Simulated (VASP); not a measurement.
# Cu (P6_3/mmc) in VASP: single point with PBE+D3(BJ)

Aim: the single point of Cu with PBE+D3(BJ).

Program: VASP 6.6.1. These are calculated values, not measurements. Logs are shortened: lines on timing, memory, paths and dates and some standing lists are left out, and cuts for length are marked.

## Step 1: The cell of the first run

Symmetry: P6_3/mmc, No. 194, hexagonal system. The conventional cell has a = 2.520 Å, b = 2.520 Å, c = 4.116 Å, α = 90.00°, β = 90.00°, γ = 120.00°. Within 3.3 Å of Cu (site symmetry -6m2) lie 12 Cu at 2.52 Å.

This isn't the form of Cu at room conditions, which is fcc.

## Step 2: Single point, PBE+D3(BJ)

The input, INCAR:

```
  PREC = Accurate
  ENCUT = 820
  EDIFF = 1E-6
  ISMEAR = 0
  SIGMA = 0.1
  LREAL = F
  LASPH = T
  NELM = 120
  ALGO = Normal
  ISIF = 2
  LWAVE = F
  LCHARG = F
  GGA = PE
  IVDW = 12
  NBANDS = 26
  GGA_COMPAT = F
```

The input, KPOINTS:

```
regular mesh
0
Gamma
  18 18 10
```

The input, POSCAR:

```
Cu
1.0
    2.5204857621      0.0000000000      0.0000000000
   -1.2602428810      2.1828046998      0.0000000000
    0.0000000000      0.0000000000      4.1160119731
Cu
2
Direct
    0.3333333333      0.6666666667      0.2500000000
    0.6666666667      0.3333333333      0.7500000000
```

Potentials or basis: VASP PAW PBE potentials, release 64 (Cu_sv_GW).

Run with:

```bash
cat potpaw_PBE.64/Cu_sv_GW/POTCAR > POTCAR
mpirun -np 1 vasp_std > vasp.out
```

OUTCAR:

```text
PREC = Accurate
   ENCUT = 820
   EDIFF = 1E-6
   ISMEAR = 0
   LREAL = F
   LASPH = T
   NELM = 120
   ISIF = 2
   GGA = PE
   IVDW = 12
 IVDW          = 12

 ion  position               nearest neighbor table
   1  0.333  0.667  0.250-   2 2.52   2 2.52   2 2.52   2 2.52   2 2.52   2 2.52
   2  0.667  0.333  0.750-   1 2.52   1 2.52   1 2.52   1 2.52   1 2.52   1 2.52

  LATTYP: Found a hexagonal cell.
 ALAT       =     2.5204857621
 C/A-ratio  =     1.6330232985

  Lattice vectors:

 A1 = (   2.5204857621,   0.0000000000,   0.0000000000)
 A2 = (  -1.2602428810,   2.1828046998,   0.0000000000)
 A3 = (   0.0000000000,   0.0000000000,   4.1160119731)

Analysis of symmetry for initial positions (statically):
=====================================================================
 Subroutine PRICEL returns:
 Original cell was already a primitive cell.

 Routine SETGRP: Setting up the symmetry group for a
 hexagonal supercell.

 Subroutine GETGRP returns: Found 24 space group operations
 (whereof 12 operations were pure point group operations)
 out of a pool of 24 trial point group operations.

The static configuration has the point symmetry D_3d.
 The point group associated with its full space group is D_6h.

Analysis of symmetry for dynamics (positions and initial velocities):
=====================================================================
 Subroutine PRICEL returns:
 Original cell was already a primitive cell.

 Routine SETGRP: Setting up the symmetry group for a
 hexagonal supercell.

 Subroutine GETGRP returns: Found 24 space group operations
 (whereof 12 operations were pure point group operations)
 out of a pool of 24 trial point group operations.

The dynamic configuration has the point symmetry D_3d.
 The point group associated with its full space group is D_6h.

 Subroutine INISYM returns: Found 24 space group operations
 (whereof 12 operations are pure point group operations),
 and found     1 'primitive' translations

----------------------------------------------------------------------------------------

                                     Primitive cell

  volume of cell :      22.6452

  direct lattice vectors                    reciprocal lattice vectors
     2.520485762  0.000000000  0.000000000     0.396748918  0.229063095  0.000000000
    -1.260242881  2.182804700  0.000000000     0.000000000  0.458126190  0.000000000
     0.000000000  0.000000000  4.116011973     0.000000000  0.000000000  0.242953618

  length of vectors
     2.520485762  2.520485762  4.116011973     0.458126190  0.458126190  0.242953618

  position of ions in fractional coordinates (direct lattice)
     0.333333333  0.666666667  0.250000000
     0.666666667  0.333333333  0.750000000

  ion indices of the primitive-cell ions
   primitive index   ion index
                 1           1
                 2           2

----------------------------------------------------------------------------------------

 KPOINTS: regular mesh

Automatic generation of k-mesh.
 Grid dimensions read from file:
 generate k-points for:   18   18   10

 Generating k-lattice:

  Cartesian coordinates                     Fractional coordinates (reciprocal lattice)
     0.022041607  0.012725727  0.000000000     0.055555556  0.000000000  0.000000000
     0.000000000  0.025451455  0.000000000     0.000000000  0.055555556  0.000000000
     0.000000000  0.000000000  0.024295362     0.000000000  0.000000000  0.100000000

  Length of vectors
     0.025451455  0.025451455  0.024295362

  Shift w.r.t. Gamma in fractional coordinates (k-lattice)
     0.000000000  0.000000000  0.000000000

 Subroutine IBZKPT returns following result:
 ===========================================

 Found    222 irreducible k-points:

 Following reciprocal coordinates:
            Coordinates               Weight
  0.000000  0.000000  0.000000      1.000000
  0.055556  0.000000  0.000000      6.000000
  0.111111  0.000000  0.000000      6.000000
  0.166667  0.000000  0.000000      6.000000
  0.222222 -0.000000  0.000000      6.000000
  0.277778  0.000000  0.000000      6.000000
[... 16 lines left out ...]
  0.333333  0.111111  0.000000     12.000000
  0.388889  0.111111  0.000000     12.000000
 [... further k-points ...]
   k-points           NKPTS =    222   k-points in BZ     NKDIM =    222   number of bands    NBANDS=     26
   number of dos      NEDOS =    301   number of ions     NIONS =      2
   total plane-waves  NPLWV =  23040
   dimension x,y,z NGX =    24 NGY =   24 NGZ =   40
   dimension x,y,z NGXF=    48 NGYF=   48 NGZF=   80
   ions per type =               2
   NGX,Y,Z   is equivalent  to a cutoff of  15.83, 15.83, 16.16 a.u.
   NGXF,Y,Z  is equivalent  to a cutoff of  31.66, 31.66, 32.31 a.u.
 SYSTEM =  unknown system
   PREC   = accura    normal or accurate (medium, high low for compatibility)
   ISTART =      0    job   : 0-new  1-cont  2-samecut
   ICHARG =      2    charge: 1-file 2-atom 10-const
   ISPIN  =      1    spin polarized calculation?
   LNONCOLLINEAR =      F non collinear calculations
   LSORBIT =      F    spin-orbit coupling
   LASPH  =      T    aspherical Exc in radial PAW
   ENCUT  =  820.0 eV  60.27 Ry    7.76 a.u.   5.89  5.89  9.61*2*pi/ulx,y,z
   NELM   =    120;   NELMIN=  2; NELMDL= -5     # of ELM steps
   EDIFF  = 0.1E-05   stopping-criterion for ELM
   LREAL  =      F    real-space projection
   EDIFFG = 0.1E-04   stopping-criterion for IOM
   NSW    =      0    number of steps for IOM
   IBRION =     -1    ionic relax: 0-MD 1-quasi-New 2-CG
   NFREE  =      0    steps in history (QN), initial steepest desc. (CG)
   ISIF   =      2    stress and relaxation
   ISYM   =      2    0-nonsym 1-usesym 2-fastsym
   POTIM  = 0.5000    time-step for ionic-motion
   TEBEG  =    0.0;   TEEND  =   0.0 temperature during run
   PSTRESS=    0.0 pullay stress
   NELECT =      38.0000    total number of electrons
   NUPDOWN=      -1.0000    fix difference up-down
   EMIN   =  10.00;   EMAX   =-10.00  energy-range for DOS
   EFERMI =   0.00;   METHOD = LEGACY
   ISMEAR =     0;   SIGMA  =   0.10  broadening in eV -4-tet -1-fermi 0-gaus
   EFERMI_NEDOS =   21; number of points for ismear=-14 and -15
   IALGO  =     38    algorithm
   IMIX   =      4    mixing-type and parameters
     AMIX     =   0.40;   BMIX     =  1.00
     AMIX_MAG =   1.60;   BMIX_MAG =  1.00
  volume/ion in A,a.u.               =      11.32        76.41
  Fermi-wavevector in a.u.,A,eV,Ry     =   1.945408  3.676289 51.492795  3.784614
  Thomas-Fermi vector in A             =   2.974125
   LORBIT       =      0    0 simple, 1 ext, 2 COOP (PROOUT), +10 PAW based schemes
   GGA     = PE    functional components
   LHFCALC =     F    Hartree Fock is set to
   AEXX    =    0.0000 exact exchange contribution
   IVDW    =    12    specifies the selected vdW correction
   LEPSILON=     F    determine dielectric tensor
   LRPA    =     F    only Hartree local field effects (RPA)
 non-spin polarized calculation
 Gauss-broadening in eV      SIGMA  =   0.10
  energy-cutoff  :      820.00
  volume of cell :       22.65
 maximum number of plane-waves:      1222
 NGX is ok and might be reduce to    24
   NGX = 11   NGY = 11   NGZ = 19

 number of electron      38.0000011 magnetization

 Free energy of the ion-electron system (eV)
  ---------------------------------------------------
  ext. energy  EPLUGINS =         0.00000000
  ---------------------------------------------------
  free energy    TOTEN  =        -7.54010555 eV

  energy without entropy =       -7.53541109  energy(sigma->0) =       -7.53775832

 E-fermi :   8.0624     XC(G=0): -13.6311

 val. band max:        8.0525213434   @ k =   0.2778   0.1111   0.4000
 cond. band min:       8.0632905930   @ k =   0.2222   0.2222   0.5000
 fundamental gap:      0.0107692496
 Fermi energy:         8.0624492762

 k-point     1 :       0.0000    0.0000    0.0000
  band No.  band energies     occupation
      1    -104.5692      2.00000
      2    -104.5524      2.00000
      3     -62.0003      2.00000
      4     -61.8911      2.00000
      5     -61.8911      2.00000
      6     -61.8729      2.00000
[... 18 lines left out ...]
     25      32.1147      0.00000
     26      32.2395      0.00000

 k-point     2 :       0.0556    0.0000    0.0000
  band No.  band energies     occupation
      1    -104.5689      2.00000
      2    -104.5523      2.00000
      3     -61.9991      2.00000
      4     -61.8942      2.00000
      5     -61.8923      2.00000
      6     -61.8752      2.00000
[... 18 lines left out ...]
     25      32.7994      0.00000
     26      33.2774      0.00000

 k-point     3 :       0.1111    0.0000    0.0000
  band No.  band energies     occupation
      1    -104.5675      2.00000
      2    -104.5516      2.00000
      3     -61.9954      2.00000
      4     -61.9023      2.00000
      5     -61.8949      2.00000
      6     -61.8835      2.00000
[... 18 lines left out ...]
     25      32.5639      0.00000
     26      33.6176      0.00000

 k-point     4 :       0.1667    0.0000    0.0000
  band No.  band energies     occupation
      1    -104.5654      2.00000
      2    -104.5507      2.00000
      3     -61.9897      2.00000
      4     -61.9151      2.00000
      5     -61.8989      2.00000
      6     -61.8967      2.00000
[... 18 lines left out ...]
     25      30.2442      0.00000
     26      32.1966      0.00000

 k-point     5 :       0.2222   -0.0000    0.0000
  band No.  band energies     occupation
      1    -104.5629      2.00000
      2    -104.5496      2.00000
      3     -61.9822      2.00000
      4     -61.9306      2.00000
      5     -61.9126      2.00000
      6     -61.9037      2.00000
[... 18 lines left out ...]
     25      27.8172      0.00000
     26      30.0993      0.00000

 k-point     6 :       0.2778    0.0000    0.0000
  band No.  band energies     occupation
      1    -104.5602      2.00000
      2    -104.5484      2.00000
      3     -61.9735      2.00000
      4     -61.9473      2.00000
      5     -61.9295      2.00000
      6     -61.9088      2.00000
[... 427 lines left out ...]
 k-point    21 :       0.2222    0.1111    0.0000
  band No.  band energies     occupation
      1    -104.5594      2.00000
      2    -104.5481      2.00000
      3     -61.9706      2.00000
      4     -61.9472      2.00000
      5     -61.9362      2.00000
      6     -61.9097      2.00000
[... 18 lines left out ...]
     25      26.6929      0.00000
     26      28.6744      0.00000

 k-point    22 :       0.2778    0.1111    0.0000
  band No.  band energies     occupation
      1    -104.5567      2.00000
      2    -104.5473      2.00000
      3     -61.9616      2.00000
      4     -61.9615      2.00000
      5     -61.9478      2.00000
      6     -61.9165      2.00000
[... 18 lines left out ...]
     25      24.4342      0.00000
     26      28.0551      0.00000

 k-point    23 :       0.3333    0.1111    0.0000
  band No.  band energies     occupation
      1    -104.5542      2.00000
      2    -104.5469      2.00000
      3     -61.9733      2.00000
      4     -61.9573      2.00000
      5     -61.9529      2.00000
      6     -61.9220      2.00000
[... 18 lines left out ...]
     25      22.3610      0.00000
     26      27.5544      0.00000

 k-point    24 :       0.3889    0.1111    0.0000
  band No.  band energies     occupation
      1    -104.5524      2.00000
      2    -104.5468      2.00000
      3     -61.9809      2.00000
      4     -61.9634      2.00000
      5     -61.9459      2.00000
      6     -61.9256      2.00000
[... 18 lines left out ...]
     25      20.6590      0.00000
     26      27.3677      0.00000

 [... further k-points ...]

------------------------ aborting loop because EDIFF is reached ----------------------------------------

 Edisp (eV)   -1.21825

 E8    (eV) :    -0.5226

  FORCE on cell =-STRESS in cart. coord.  units (eV):
  Direction    XX          YY          ZZ          XY          YZ          ZX
  --------------------------------------------------------------------------------------
  -------------------------------------------------------------------------------------
  Total      -0.26836    -0.26836    -0.26687    -0.00000     0.00000     0.00000
  in kB     -18.98663   -18.98663   -18.88124    -0.00000     0.00000     0.00000
  external pressure =      -18.95 kB  Pullay stress =        0.00 kB

 VOLUME and BASIS-vectors are now :
 -----------------------------------------------------------------------------
  energy-cutoff  :      820.00
  volume of cell :       22.65
      direct lattice vectors                 reciprocal lattice vectors
     2.520485762  0.000000000  0.000000000     0.396748918  0.229063095  0.000000000
    -1.260242881  2.182804700  0.000000000     0.000000000  0.458126190  0.000000000
     0.000000000  0.000000000  4.116011973     0.000000000  0.000000000  0.242953618

 POSITION                                       TOTAL-FORCE (eV/Angst)
 -----------------------------------------------------------------------------------
     -0.00000      1.45520      1.02900        -0.000000      0.000000      0.000000
      1.26024      0.72760      3.08701         0.000000     -0.000000      0.000000
 -----------------------------------------------------------------------------------
    total drift:                               -0.000000      0.000000     -0.000000

  FREE ENERGIE OF THE ION-ELECTRON SYSTEM (eV)
  ---------------------------------------------------
  free  energy   TOTEN  =        -8.7583597925 eV

  energy  without entropy=       -8.7536653395  energy(sigma->0) =       -8.75601257
```

Wall time 84 s (1 thread of Intel Xeon 6975P-C (Granite Rapids), shared host); peak memory 0.37 GiB.

Results:

```
Free energy                : -8.7584 eV
Pressure                   : -1.9 GPa
Band gap on the k mesh     : zero (bands 19 and 20 overlap by 6.10 eV)
Dispersion energy per atom : -0.609 eV
```
